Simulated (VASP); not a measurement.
Input of a VASP 6.6.1 run:

INCAR

```
SYSTEM = SnPHO3
PREC = Accurate
ENCUT = 520
EDIFF = 1E-6
ISMEAR = -1
SIGMA = 0.1
LREAL = .FALSE.
LASPH = .TRUE.
NELM = 100
ALGO = Normal
ISIF = 2
LWAVE = .FALSE.
LCHARG = .TRUE.
GGA = PS
LELF = .TRUE.
LVHAR = .TRUE.
NBANDS = 50
```

KPOINTS

```
Automatic mesh
0
G
  3 2 3
  0 0 0
```

The input POSCAR:

```
SnPHO3
1.0
    4.5832470500      0.0429597200      4.0306243200
    3.4814088000     -6.5044285100     -0.0761771600
    2.4490200500     -0.0031599600     -4.1316512200
Sn P O H
2 2 6 2
Direct
    0.7622256489      0.2708640815      0.8294239757
    0.0256101026      0.7356402698      0.5945198627
    0.3539820182      0.2835676874      0.2513380474
    0.6428509838      0.7175753068      0.0327266154
    0.6040716767      0.1578268540      0.1909079803
    0.7620217367      0.8382836566      0.8468856856
    0.1476543468      0.4267642019      0.9765779592
    0.5821331968      0.5628391463      0.9051663690
    0.4081453842      0.3924079289      0.4824400908
    0.7927628730      0.6190975039      0.3722882558
    0.2698028844      0.1265708798      0.4017193535
    0.4059928783      0.8729952369     -0.0027745636
```

Potentials or basis: VASP PAW PBE potentials, release 64 (Sn_d, P, O, H).

Run with:

```console
$ cat potpaw_PBE.64/Sn_d/POTCAR potpaw_PBE.64/P/POTCAR potpaw_PBE.64/O/POTCAR potpaw_PBE.64/H/POTCAR > POTCAR
$ mpirun -np 1 vasp_std > vasp.out
```

Task: Estimate the pressure.

Result: -4.8 GPa.

Task: What does it give for the band gap on the k mesh?

Result: 3.64 eV (least direct gap 3.65 eV).

Task: Predict the largest force.

Result: 3.229 eV/Å.

Stress tensor (GPa, compression positive):
```
-2.96  0.53 -1.20
 0.53 -5.59 -1.10
-1.20 -1.10 -5.98
```

Caveat: the k points lie up to 0.48 Å⁻¹ apart; the PAW data sets were made with another functional, which shifts forces and pressure a little; spin-orbit coupling is left out, which moves the levels of the heavy elements; an odd mesh through Γ misses points on the zone boundary, where band edges can lie.
